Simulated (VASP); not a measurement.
# AlN (Cm) in VASP: further runs, part 2 of 2

VASP 6.6.1.

**3. Single point, r2SCAN**

The input, POSCAR:

```
AlN
1.0
    2.1849006262     -2.1849006262      0.0000000000
    2.1849006262      0.0000000000     -2.1849006262
    9.8320528178      8.1933773482      8.1933773482
Al N
6 6
Direct
    0.9010500000     -0.0989500000      0.3958000000
    0.2760500000      0.2760500000      0.2291333333
    0.5260500000      0.5260500000      0.5624666667
    0.7760500000      0.7760500000      0.8958000000
    0.1510500000      0.1510500000      0.7291333333
    0.6510500000      0.6510500000      0.0624666667
    0.5573000000      0.5573000000      0.4374666667
    0.9323000000      0.9323000000      0.2708000000
    0.1823000000      0.1823000000      0.6041333333
    0.4323000000      0.4323000000      0.9374666667
   -0.1927000000     -0.1927000000      0.7708000000
    0.3073000000      0.3073000000      0.1041333333
```

The input, INCAR.step1:

```
PREC = Accurate
ENCUT = 520
ISMEAR = 0
SIGMA = 0.05
LREAL = F
LASPH = T
NELM = 100
NBANDS = 36
GGA = PE
ALGO = Normal
EDIFF = 1E-4
LWAVE = T
LCHARG = F
```

The input, INCAR.step2:

```
PREC = Accurate
ENCUT = 520
EDIFF = 1E-6
ISMEAR = 0
SIGMA = 0.05
LREAL = F
LASPH = T
NELM = 100
ALGO = Normal
ISIF = 2
LWAVE = F
LCHARG = F
METAGGA = R2SCAN
LMIXTAU = T
NBANDS = 36
ISTART = 1
```

The input, KPOINTS:

```
Automatic mesh
0
Gamma
  8 8 2
```

Potentials or basis: VASP PAW PBE potentials, release 64 (Al, N).

Started as:

```bash
$ cat potpaw_PBE.64/Al/POTCAR potpaw_PBE.64/N/POTCAR > POTCAR
$ cp INCAR.step1 INCAR
$ mpirun -np 1 vasp_std > vasp.out
$ cp INCAR.step2 INCAR
$ mpirun -np 1 vasp_std > vasp.out
```

OUTCAR:

```text
PREC = Accurate
   ENCUT = 520
   EDIFF = 1E-6
   ISMEAR = 0
   LREAL = F
   LASPH = T
   NELM = 100
   ISIF = 2
   METAGGA = R2SCAN
   ISTART = 1

 ion  position               nearest neighbor table
   1  0.901  0.901  0.396-   8 1.89   7 1.89   7 1.89   7 1.89   3 3.09   2 3.09   3 3.09   3 3.09
                             2 3.09   2 3.09
   2  0.276  0.276  0.229-  12 1.89   8 1.89   8 1.89   8 1.89   6 3.09   6 3.09   6 3.09   1 3.09
                             1 3.09   1 3.09
   3  0.526  0.526  0.562-   9 1.89   9 1.89   9 1.89   7 1.89   5 3.09   5 3.09   5 3.09   1 3.09
                             1 3.09   1 3.09
   4  0.776  0.776  0.896-  11 1.89  10 1.89  10 1.89  10 1.89   6 2.56   5 3.09   5 3.09   5 3.09
[... 5 lines left out ...]
   7  0.557  0.557  0.437-   3 1.89   1 1.89   1 1.89   1 1.89
   8  0.932  0.932  0.271-   1 1.89   2 1.89   2 1.89   2 1.89
   9  0.182  0.182  0.604-   3 1.89   3 1.89   3 1.89   5 1.89
  10  0.432  0.432  0.937-   4 1.89   4 1.89   4 1.89   6 2.32
  11  0.807  0.807  0.771-   4 1.89   5 1.89   5 1.89   5 1.89
[... 222 lines left out ...]
      6      -7.9322      2.00000
[... 925 lines left out ...]
     35      17.0637      0.00000
     36      17.5472      0.00000

 [... further k-points ...]

------------------------ aborting loop because EDIFF is reached ----------------------------------------

  FORCE on cell =-STRESS in cart. coord.  units (eV):
  Direction    XX          YY          ZZ          XY          YZ          ZX
  --------------------------------------------------------------------------------------
  -------------------------------------------------------------------------------------
  Total       -4.7634279      1.7544477      1.7544477      2.2275473      4.5417320      2.2275468
  in kB      -60.9752890     22.4581877     22.4581877     28.5142013     58.1374224     28.5141938
  external PRESSURE =      -5.3529712 kB  Pullay stress =       0.0000000 kB

 VOLUME and BASIS-vectors are now :
 -----------------------------------------------------------------------------
  energy-cutoff  :      520.00
  volume of cell :      125.16
      direct lattice vectors                 reciprocal lattice vectors
     2.184900626 -2.184900626  0.000000000     0.143027100 -0.314659620  0.143027100
     2.184900626  0.000000000 -2.184900626     0.143027100  0.143027100 -0.314659620
     9.832052818  8.193377348  8.193377348     0.038140560  0.038140560  0.038140560

 POSITION                                       TOTAL-FORCE (eV/Angst)
 -----------------------------------------------------------------------------------
      7.82894      1.27423      1.27423         0.029804      0.033883      0.033883
      3.45913      1.27423      1.27423         0.085835      0.175302      0.175302
      7.82894      3.45913      3.45913         0.033580      0.034156      0.034156
     12.19874      5.64404      5.64404        -0.697090     -1.041823     -1.041823
      7.82894      5.64404      5.64404         0.031206      0.043559      0.043559
      3.45913     -0.91067     -0.91067        -0.575204      0.720453      0.720453
      6.73649      2.36668      2.36668        -0.032397     -0.030670     -0.030670
      6.73649      0.18178      0.18178        -0.036093     -0.017154     -0.017154
      6.73649      4.55158      4.55158        -0.028641     -0.034336     -0.034336
     11.10629      6.73649      6.73649         1.054184     -0.665307     -0.665307
     11.10629      4.55158      4.55158        -0.021429     -0.074007     -0.074007
      2.36668      0.18178      0.18178         0.156246      0.855942      0.855942
 -----------------------------------------------------------------------------------
    total drift:                                0.033116      0.033882      0.033882

  FREE ENERGIE OF THE ION-ELECTRON SYSTEM (eV)
  ---------------------------------------------------
  free  energy   TOTEN  =      -113.1023187859 eV

  energy  without entropy=     -113.1023187859  energy(sigma->0) =     -113.10231879
```

OUTCAR.step1:

```text
PREC = Accurate
   ENCUT = 520
   ISMEAR = 0
   LREAL = F
[... 1205 lines left out ...]
      6.73649      4.55158      4.55158        -0.028578     -0.034490     -0.034490
     11.10629      6.73649      6.73649         1.037770     -0.535245     -0.535245
     11.10629      4.55158      4.55158        -0.023932     -0.076519     -0.076519
      2.36668      0.18178      0.18178         0.155217      0.807432      0.807432
 -----------------------------------------------------------------------------------
    total drift:                               -0.000911     -0.004867     -0.004867

  FREE ENERGIE OF THE ION-ELECTRON SYSTEM (eV)
  ---------------------------------------------------
  free  energy   TOTEN  =       -87.2430096870 eV

  energy  without entropy=      -87.2430096869  energy(sigma->0) =      -87.24300969
```

It took 19 min on 1 thread of Oxide Virtual Turin-like, shared host; peak memory 0.31 GiB.

Results:

```
Free energy            : -113.1023 eV
Pressure               : -0.5 GPa
Largest force          : 1.630 eV/Å
Band gap on the k mesh : 3.13 eV, indirect (least direct gap 3.21 eV)
```

Forces in eV/Å, atoms in the order of the input:
```
Al   0.030  0.034  0.034
Al   0.086  0.175  0.175
Al   0.034  0.034  0.034
Al  -0.697 -1.042 -1.042
Al   0.031  0.044  0.044
Al  -0.575  0.720  0.720
N   -0.032 -0.031 -0.031
N   -0.036 -0.017 -0.017
N   -0.029 -0.034 -0.034
N    1.054 -0.665 -0.665
N   -0.021 -0.074 -0.074
N    0.156  0.856  0.856
```

Caveat: the PAW data sets were made with another functional, which shifts forces and pressure a little. A k mesh can miss the band edges.

**4. Single point, r2SCAN**

The input, POSCAR:

```
AlN
1.0
    2.1849006262     -2.1849006262      0.0000000000
    2.1849006262      0.0000000000     -2.1849006262
   10.5604986866      7.8291544138      7.8291544138
Al N
6 6
Direct
    0.8350701400     -0.1649298600      0.3958000000
    0.2378534733      0.2378534733      0.2291333333
    0.4322868067      0.4322868067      0.5624666667
    0.6267201400      0.6267201400      0.8958000000
    0.0295034733      0.0295034733      0.7291333333
    0.6406368067      0.6406368067      0.0624666667
    0.4843743067      0.4843743067      0.4374666667
    0.8871576400      0.8871576400      0.2708000000
    0.0815909733      0.0815909733      0.6041333333
    0.2760243067      0.2760243067      0.9374666667
   -0.3211923600     -0.3211923600      0.7708000000
    0.2899409733      0.2899409733      0.1041333333
```

The input, INCAR.step1:

```
SYSTEM = AlN
PREC     = Accurate       ! precision mode
ENCUT    = 520            ! plane-wave cutoff, eV
ISMEAR   = 0              ! smearing method
SIGMA    = 0.05           ! smearing width, eV
LREAL    = .FALSE.        ! projectors in reciprocal space
LASPH    = .TRUE.         ! aspherical terms in the spheres
NELM     = 80             ! most SCF steps
NBANDS   = 36             ! bands
GGA      = PE             ! functional
ALGO     = Normal         ! electronic algorithm
EDIFF    = 1E-4           ! SCF threshold, eV
LWAVE    = .TRUE.         ! write WAVECAR
LCHARG   = .FALSE.        ! write CHGCAR
```

The input, INCAR.step2:

```
SYSTEM = AlN
PREC     = Accurate       ! precision mode
ENCUT    = 520            ! plane-wave cutoff, eV
EDIFF    = 1E-6           ! SCF threshold, eV
ISMEAR   = 0              ! smearing method
SIGMA    = 0.05           ! smearing width, eV
LREAL    = .FALSE.        ! projectors in reciprocal space
LASPH    = .TRUE.         ! aspherical terms in the spheres
NELM     = 80             ! most SCF steps
ALGO     = Normal         ! electronic algorithm
ISIF     = 2              ! what is computed and relaxed
LWAVE    = .FALSE.        ! write WAVECAR
LCHARG   = .FALSE.        ! write CHGCAR
METAGGA  = R2SCAN         ! meta-GGA
LMIXTAU  = .TRUE.       
NBANDS   = 36             ! bands
ISTART   = 1
```

The input, KPOINTS:

```
regular mesh
0
G
  8 8 2
  0 0 0
```

Started as:

```bash
$ cat potpaw_PBE.64/Al/POTCAR potpaw_PBE.64/N/POTCAR > POTCAR
$ cp INCAR.step1 INCAR
$ mpirun -np 1 vasp_std > vasp.out
$ cp INCAR.step2 INCAR
$ mpirun -np 1 vasp_std > vasp.out
```

Run time: 20 min. Hardware: 1 thread of Oxide Virtual Turin-like, shared host; peak memory 0.31 GiB.

The run converged. Its results:

- Free energy: -113.0412 eV
- Pressure: -0.7 GPa
- Largest force: 1.608 eV/Å
- Band gap on the k mesh: 3.22 eV, indirect (least direct gap 3.36 eV)

Forces in eV/Å, atoms in the order of the input:
```
Al   0.033  0.031  0.031
Al   0.212  0.113  0.113
Al   0.033  0.033  0.033
Al  -1.179 -0.773 -0.773
Al   0.046  0.036  0.036
Al   0.753  0.029  0.029
N   -0.029 -0.031 -0.031
N   -0.018 -0.025 -0.025
N   -0.034 -0.030 -0.030
N   -0.910  0.310  0.310
N   -0.061 -0.055 -0.055
N    1.154  0.362  0.362
```

Stress tensor (GPa, compression positive):
```
 4.85  4.17  4.17
 4.17 -3.45  3.29
 4.17  3.29 -3.45
```

Levels at points of the mesh, in eV from the valence-band top:
```csv
k point,band 21,band 22,band 23,band 24,band 25,band 26,band 27,band 28
"(0.00, 0.00, 0.00)",-0.48,-0.41,-0.39,-0.05,3.77,5.30,5.87,7.12
"(0.50, 0.00, 0.00)",-1.42,-1.14,-0.97,-0.10,3.38,4.21,4.81,6.06
"(0.50, 0.50, 0.00)",-1.30,-1.21,-0.92,-0.21,3.44,3.87,5.01,6.13
"(0.00, 0.00, 0.50)",-0.55,-0.43,-0.39,-0.32,3.93,4.95,6.31,6.70
"(0.50, 0.00, 0.50)",-1.29,-1.17,-0.93,-0.14,3.53,3.86,5.08,6.00
"(0.50, 0.50, 0.50)",-1.53,-1.11,-0.98,-0.13,3.22,4.29,4.85,5.82
```

Caveat: the PAW data sets were made with another functional, which shifts forces and pressure a little.

**5. Single point, r2SCAN**

The input, POSCAR:

```
AlN
1.0
    2.1849006262     -2.1849006262      0.0000000000
    2.1849006262      0.0000000000     -2.1849006262
   11.2885075752      7.4651499694      7.4651499694
Al N
6 6
Direct
    0.7691298600     -0.2308701400      0.3958000000
    0.1996798600      0.1996798600      0.2291333333
    0.3385798600      0.3385798600      0.5624666667
    0.4774798600      0.4774798600      0.8958000000
   -0.0919701400     -0.0919701400      0.7291333333
    0.6302298600      0.6302298600      0.0624666667
    0.4114923600      0.4114923600      0.4374666667
    0.8420423600      0.8420423600      0.2708000000
   -0.0190576400     -0.0190576400      0.6041333333
    0.1198423600      0.1198423600      0.9374666667
   -0.4496076400     -0.4496076400      0.7708000000
    0.2725923600      0.2725923600      0.1041333333
```

The input, INCAR.step1:

```
  PREC = Accurate
  ENCUT = 520
  ISMEAR = 0
  SIGMA = 0.05
  LREAL = F
  LASPH = T
  NELM = 80
  NBANDS = 36
  GGA = PE
  ALGO = Normal
  EDIFF = 1E-4
  LWAVE = T
  LCHARG = F
```

The input, INCAR.step2:

```
  PREC = Accurate
  ENCUT = 520
  EDIFF = 1E-6
  ISMEAR = 0
  SIGMA = 0.05
  LREAL = F
  LASPH = T
  NELM = 80
  ALGO = Normal
  ISIF = 2
  LWAVE = F
  LCHARG = T
  METAGGA = R2SCAN
  LMIXTAU = T
  LELF = T
  LVHAR = T
  NBANDS = 36
  ISTART = 1
```

The input, KPOINTS:

```
regular mesh
0
Gamma
  8 8 2
```

Started as:

```bash
$ cat potpaw_PBE.64/Al/POTCAR potpaw_PBE.64/N/POTCAR > POTCAR
$ cp INCAR.step1 INCAR
$ mpirun -np 1 vasp_std > vasp.out
$ cp INCAR.step2 INCAR
$ mpirun -np 1 vasp_std > vasp.out
```

Wall time 23 min (1 thread of Oxide Virtual Turin-like, shared host); peak memory 0.32 GiB.

The run converged. Its results:

- Free energy: -113.9448 eV
- Pressure: -2.5 GPa
- Largest force: 0.735 eV/Å
- Band gap on the k mesh: 3.85 eV, indirect (least direct gap 4.38 eV)

Forces in eV/Å, atoms in the order of the input:
```
Al   0.040  0.040  0.040
Al   0.105  0.040  0.040
Al   0.040  0.040  0.040
Al  -0.376 -0.067 -0.067
Al   0.044  0.042  0.042
Al  -0.530 -0.284 -0.284
N   -0.037 -0.039 -0.039
N   -0.041 -0.037 -0.037
N   -0.038 -0.039 -0.039
N    0.387  0.442  0.442
N   -0.031 -0.065 -0.065
N    0.437 -0.073 -0.073
```

Stress tensor (GPa, compression positive):
```
 0.45  0.39  0.39
 0.39 -4.00  2.18
 0.39  2.18 -4.00
```

Levels at points of the mesh, in eV from the valence-band top:
| k point | band 20 | band 21 | band 22 | band 23 | band 24 | band 25 | band 26 | band 27 | band 28 | band 29 |
| --- | --- | --- | --- | --- | --- | --- | --- | --- | --- | --- |
| (0.00, 0.00, 0.00) | -0.39 | -0.33 | -0.25 | -0.17 | 0.00 | 4.38 | 5.75 | 6.09 | 7.26 | 7.57 |
| (0.50, 0.00, 0.00) | -1.31 | -1.20 | -1.11 | -0.77 | -0.52 | 3.96 | 4.73 | 5.43 | 6.54 | 7.00 |
| (0.50, 0.50, 0.00) | -1.20 | -1.14 | -1.13 | -0.80 | -0.76 | 4.09 | 4.47 | 5.63 | 6.37 | 6.83 |
| (0.00, 0.00, 0.50) | -0.43 | -0.39 | -0.29 | -0.25 | -0.15 | 4.70 | 5.11 | 6.67 | 6.97 | 7.60 |
| (0.50, 0.00, 0.50) | -1.45 | -1.07 | -0.94 | -0.80 | -0.54 | 3.96 | 4.61 | 5.80 | 6.13 | 7.22 |
| (0.50, 0.50, 0.50) | -1.51 | -1.43 | -0.95 | -0.82 | -0.62 | 3.85 | 5.00 | 5.43 | 5.90 | 7.50 |

Caveat: the PAW data sets were made with another functional, which shifts forces and pressure a little. A k mesh can miss the band edges.

**6. The runs side by side**

| cell | gap on the mesh (eV) | pressure (GPa) | largest force (eV/Å) |
| --- | --- | --- | --- |
| a = 3.090, b = 3.090, c = 15.372 Å, angles 81.3, 81.3, 60.0°, 12 atoms | 3.60 | -1.7 | 0.94 |
| a = 3.090, b = 3.090, c = 15.196 Å, angles 85.6, 85.6, 60.0°, 12 atoms | 3.13 | -0.5 | 1.63 |
| a = 3.090, b = 3.090, c = 15.301 Å, angles 82.7, 82.7, 60.0°, 12 atoms | 3.22 | -0.7 | 1.61 |
| a = 3.090, b = 3.090, c = 15.456 Å, angles 79.9, 79.9, 60.0°, 12 atoms | 3.85 | -2.5 | 0.73 |

Alike in all rows: task single point; level r2SCAN; potentials or basis VASP PAW PBE potentials, release 64 (Al, N); no spin polarisation; k mesh 8 × 8 × 2; cutoff (eV) 520; smearing gaussian 0.05 eV.

Caveats: the PAW data sets were made with another functional, which shifts forces and pressure a little.

Absolute energies hang on the potentials; compare differences alone.
